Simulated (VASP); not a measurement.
Set up this calculation in VASP 6.6.1, as the native input.

| Quantity | Value |
| --- | --- |
| Task | single point |
| Functional | PBE |
| Potentials or basis | VASP PAW PBE potentials, release 64 (Si, N, W_sv, O) |
| Cutoff | 520 eV |
| k mesh | 3 × 3 × 3 |
| Occupations | fermi-dirac, width 0.2361 eV |
| Spin | no spin polarisation |
| Dipole correction | no |
| Further INCAR settings | LREAL = Auto; ALGO = Normal; EDIFF = 1e-07; NBANDS = 97 |

The structure of Si3W4N4O12 lies in POSCAR:

```
Si3W4N4O12
1.0
    6.6677700000      0.1963220000      0.2687630000
    0.1963220000      6.6521510000     -0.1985320000
    0.2687630000     -0.1985320000      6.6024120000
Si N W O
3 4 4 12
Direct
    0.6938832348      0.3997405612      0.5933828165
    0.3676742633      0.1143280568      0.4890478953
    0.6094685530      0.2097712839      0.0430833507
    0.2448923454      0.0372835651      0.7377261929
    0.6210135121      0.8413953054      0.9581779621
    0.2412918686      0.5623663456      0.8595127141
    0.7043392355      0.4412240749      0.0005916461
    0.3044157111      0.7516649380      0.6867601174
    0.1281986889      0.5334553605      0.2830236214
    0.6502847119      0.6875720905      0.1885199971
    0.1162979920      0.3143457351      0.8801978314
    0.1881164854      0.2290159317      0.4163747686
    0.6877887284      0.9672710591      0.8201381711
    0.5569900006      0.2162934616      0.5349683994
    0.9250275049      0.3621762631      0.6869697749
    0.5799335885      0.6124771873      0.6436387895
    0.8572331271      0.4953425011      0.3973691863
    0.3650920810      0.1440772475      0.0601920263
    0.4115119335      0.8726215463      0.3691578949
    0.0828042440      0.6660677777      0.5425123072
    0.9817956355      0.6896952851      0.1133983520
    0.7453311434      0.0680971635      0.1707614279
    0.3932081176      0.5247340922      0.2423570858
```

One way to write it, as run:

INCAR

```
PREC = Accurate
ENCUT = 520
EDIFF = 1E-7
ISMEAR = -1
SIGMA = 0.2361
LREAL = Auto
LASPH = T
NELM = 60
ALGO = Normal
ISIF = 2
LWAVE = F
LCHARG = F
GGA = PE
NBANDS = 97
```

KPOINTS

```
regular mesh
0
Gamma
  3 3 3
```

Potentials or basis: VASP PAW PBE potentials, release 64 (Si, N, W_sv, O).

Run with:

```console
$ cat potpaw_PBE.64/Si/POTCAR potpaw_PBE.64/N/POTCAR potpaw_PBE.64/W_sv/POTCAR potpaw_PBE.64/O/POTCAR > POTCAR
$ mpirun -np 1 vasp_std > vasp.out
```

It gave:

```
Pressure               : -2.0 GPa
Largest force          : 6.262 eV/Å
Band gap on the k mesh : 0.16 eV (least direct gap 0.19 eV)
```

Caveat: the atoms stand as in a frame of molecular dynamics; spin-orbit coupling is left out, which moves the levels of the heavy elements.

It took 17 min on 1 thread of Intel Xeon 8259CL, with other jobs on the host, peak memory 0.51 GiB.
